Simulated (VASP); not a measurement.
Set up this calculation in VASP 6.6.1, as the native input.

```yaml
Task: relaxation of cell and atoms
Functional: r2SCAN
Potentials_or_basis: VASP PAW PBE potentials, release 64 (Ge_d)
Cutoff: 600 eV
k_mesh: 9 × 9 × 9
Occupations: tetrahedron
Spin: no spin polarisation
Dipole_correction: no
Further_INCAR_settings: ALGO = Normal; EDIFF = 1e-07; IBRION = 2; EDIFFG = -0.01; NSW = 60; ISIF = 3
```

The system is Ge.

```
Ge
1.0
     0.00000    2.82735    2.82735
     2.82735    0.00000    2.82735
     2.82735    2.82735    0.00000
Ge
2
Direct
  0.00000 0.00000 0.00000
  0.25000 0.25000 0.25000
```

The input as run:

POSCAR

```
Ge
1.0
    0.0000000000      2.8273520000      2.8273520000
    2.8273520000      0.0000000000      2.8273520000
    2.8273520000      2.8273520000      0.0000000000
Ge
2
Direct
    0.0000000000      0.0000000000      0.0000000000
    0.2500000000      0.2500000000      0.2500000000
```

INCAR.step1

```
PREC = Accurate
ENCUT = 600
ISMEAR = -5
SIGMA = 0.1
LREAL = F
LASPH = T
NELM = 80
GGA = PE
ALGO = Normal
EDIFF = 1E-4
LWAVE = T
LCHARG = F
```

INCAR.step2

```
PREC = Accurate
ENCUT = 600
EDIFF = 1E-7
ISMEAR = -5
SIGMA = 0.1
LREAL = F
LASPH = T
NELM = 80
ALGO = Normal
ISIF = 3
LWAVE = F
LCHARG = F
METAGGA = R2SCAN
LMIXTAU = T
IBRION = 2
NSW = 60
EDIFFG = -0.01
ISTART = 1
```

KPOINTS

```
Automatic mesh
0
Gamma
  9 9 9
```

Potentials or basis: VASP PAW PBE potentials, release 64 (Ge_d).

Run with:

```sh
$ cat potpaw_PBE.64/Ge_d/POTCAR > POTCAR
$ cp INCAR.step1 INCAR
$ mpirun -np 1 vasp_std > vasp.out
$ cp INCAR.step2 INCAR
$ mpirun -np 1 vasp_std > vasp.out
```

Results of the run:

* Relaxed volume: 22.86 Å³/atom
* Relaxed cell: a = 4.014 Å, b = 4.014 Å, c = 4.014 Å, α = 60.00°, β = 60.00°, γ = 60.00°
* Space group after relaxing (to 0.05 Å): Fd-3m (No. 227)
* Energy gained by relaxing: 0.7 meV/atom
* Ionic steps: 3
* Pressure after relaxing: 0.0 GPa
* Band gap on the k mesh: 0.31 eV, direct

Caveat: the PAW data sets were made with another functional, which shifts forces and pressure a little.

Run time: 96 s on 1 thread of Intel(R) Xeon(R) 6975P-C (Granite Rapids), on a shared host, peak memory 0.2 GiB.
